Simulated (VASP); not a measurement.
Runs of VASP 6.6.1 on SnTe. The structure is that of space group F-43m (No. 216), or close to it. The cells are those of the table. 

| cell | gap on the mesh (eV) | pressure (GPa) |
| --- | --- | --- |
| a = 5.174 Å, angles 60.0°, 2 atoms | 0.28 | (c) |
| a = 5.240 Å, angles 60.0°, 2 atoms | 0.35 | -3.5 |
| a = 4.894 Å, angles 60.0°, 2 atoms | none | 1.1 |
| a = 5.304 Å, angles 60.0°, 2 atoms | 0.42 | -4.0 |
| a = 5.107 Å, angles 60.0°, 2 atoms | (b) | (a) |
| a = 5.038 Å, angles 60.0°, 2 atoms | 0.10 | -1.3 |
| a = 4.967 Å, angles 60.0°, 2 atoms | none | -0.2 |

Alike in all rows: task single point; level LDA; potentials or basis VASP PAW LDA potentials, release 64 (Sn_d, Te); no spin polarisation; k mesh 6 × 6 × 6; cutoff (eV) 520; smearing fermi-dirac 0.05 eV.

**Question.** Estimate the missing entries.

**Answer.** (a) -2.2; (b) 0.19; (c) -2.9.

Caveats: spin-orbit coupling is left out, which moves the levels of the heavy elements; the cell stands under tension (at least some runs); semilocal functionals underestimate gaps, so a narrow gap can read as zero (at least some runs).

A k mesh can miss the band edges, and the runs leave out spin-orbit coupling on Sn, Te.

A gap of «none» marks levels without a gap at the run's occupations.
